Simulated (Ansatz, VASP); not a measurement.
## TaN in VASP and in Ansatz

```xyz
6
Lattice="5.1960 -0.0520 -0.0520 -2.6430 4.5258 -0.0190 -0.0291 -0.0291 2.9110" Properties=species:S:1:pos:R:3 pbc="T T T"
Ta   -0.0446    2.9854    1.4255
Ta    2.5684    1.4594    1.4145
Ta    0.0000    0.0000    0.0000
N     2.0412   -0.0204   -0.0204
N     1.5501    2.7163   -0.0431
N    -1.0383    1.7780   -0.0075
```

Change from the starting cell: equal xy, yz and zx shear strains of -2 %.

Alike in both runs: task single point; functional PBE; k mesh 6 × 6 × 9; occupations fermi-dirac, width 0.01 eV; no spin polarisation.

|  | VASP | Ansatz |
| --- | --- | --- |
| version | VASP 6.6.1 | Ansatz 0.2.0 |
| potentials or method | VASP PAW PBE potentials, release 64 (Ta_pv, N), cutoff 520 eV | all-electron LAPW, scalar-relativistic |

VASP gave:

```
pressure (GPa)                                                : 6.1
traceless stress, the component that is largest in VASP (GPa) : 4.12
rms of the force components (eV/Å)                            : 0.121
```

Problem. What did Ansatz give for the same quantities?

Solution. Pressure (GPa): 5.4; traceless stress, the component that is largest in VASP (GPa): 4.08; rms of the force components (eV/Å): 0.116.

Atom by atom the forces differ by 0.009 eV/Å (rms over components). Ansatz ran all-electron here, and VASP with PAW potentials.

Spin-orbit coupling is off throughout.
